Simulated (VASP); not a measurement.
## In2GeS2: relaxation of cell and atoms with PBE

The system is In2GeS2.

```xyz
5
Lattice="4.4467 0.0000 0.0000 -2.2233 3.8509 0.0000 0.0000 0.0000 6.7419" Properties=species:S:1:pos:R:3 pbc="T T T"
In    0.0000    2.5673    1.7821
In    0.0000    2.5673    4.9598
Ge    0.0000    0.0000    3.3709
S     2.2233    1.2836    0.0000
S     0.0000    0.0000    0.0000
```

The cell was generated, and may not be a known phase.

```json
{
 "Program": "VASP 6.6.1",
 "Task": "relaxation of cell and atoms",
 "Functional": "PBE",
 "Potentials or basis": "VASP PAW PBE potentials, release 64 (In_d, Ge_d, S)",
 "Cutoff": "600 eV",
 "k mesh": "12 × 12 × 6",
 "Occupations": "gaussian, width 0.1 eV",
 "Spin": "no spin polarisation",
 "Dipole correction": "no",
 "Further INCAR settings": "ALGO = Normal; EDIFF = 1e-06; IBRION = 2; EDIFFG = -0.01; NSW = 100; ISIF = 3"
}
```

```yaml
Relaxed_volume: 23.04 Å³/atom
Relaxed_cell: a = 4.425 Å, b = 4.425 Å, c = 6.796 Å, α = 90.00°, β = 90.00°, γ = 120.00°
Space_group_after_relaxing_to_0.1_Å: P-6m2 (No. 187)
Energy_gained_by_relaxing: 0.3 meV/atom
Ionic_steps: 10
Pressure_after_relaxing: 0.0 GPa
Largest_force_after_relaxing: 0.008 eV/Å
Band_gap_on_the_k_mesh: zero (bands 26 and 27 overlap by 0.98 eV)
```

Forces on the atoms (eV/Å):
```
In   0.000  0.000  0.008
In   0.000  0.000 -0.008
Ge   0.000  0.000  0.000
S    0.000  0.000  0.000
S    0.000  0.000  0.000
```

The path:
```csv
step,energy change (eV),largest force (eV/Å),pressure (GPa),volume (Å³)
1,0.0000,0.0507,0.01,115.45
2,-0.0006,0.0296,0.01,115.48
3,-0.0011,0.0227,-0.03,115.55
4,-0.0011,0.0163,-0.04,115.54
5,-0.0011,0.0140,-0.05,115.54
6,-0.0012,0.0155,0.00,115.37
7,-0.0012,0.0161,0.06,115.22
8,-0.0012,0.0162,0.05,115.27
9,-0.0012,0.0138,0.06,115.26
10,-0.0013,0.0080,0.04,115.22
```

Final structure:
```
CELL_PARAMETERS angstrom
4.42451 0.00000 0.00000
-2.21225 3.83174 0.00000
0.00000 0.00000 6.79620
ATOMIC_POSITIONS crystal
In 0.33333 0.66667 0.26382
In 0.33333 0.66667 0.73618
Ge 0.00000 0.00000 0.50000
S 0.66667 0.33333 0.00000
S 0.00000 0.00000 0.00000
```

Levels at points of the mesh, in eV from the Fermi level:
```tsv
k point	band 23	band 24	band 25	band 26	band 27	band 28	band 29	band 30
(0.00, 0.00, 0.00)	-1.49	-1.49	-0.82	-0.32	1.00	1.00	1.66	3.69
(0.50, 0.00, 0.00)	-3.71	-0.77	-0.33	0.44	1.19	1.40	1.70	2.46
(0.00, 0.00, 0.50)	-1.31	-1.31	-0.83	0.15	0.53	0.53	1.07	3.88
(0.50, 0.00, 0.50)	-1.89	-1.31	-0.79	-0.22	0.59	0.89	1.70	3.43
```

Run time: 15 min on 1 thread of AMD EPYC 9R45 96-Core Processor (Zen 5) (shared host), peak memory 0.46 GiB.

Caveat: spin-orbit coupling is left out, which moves the levels of the heavy elements.
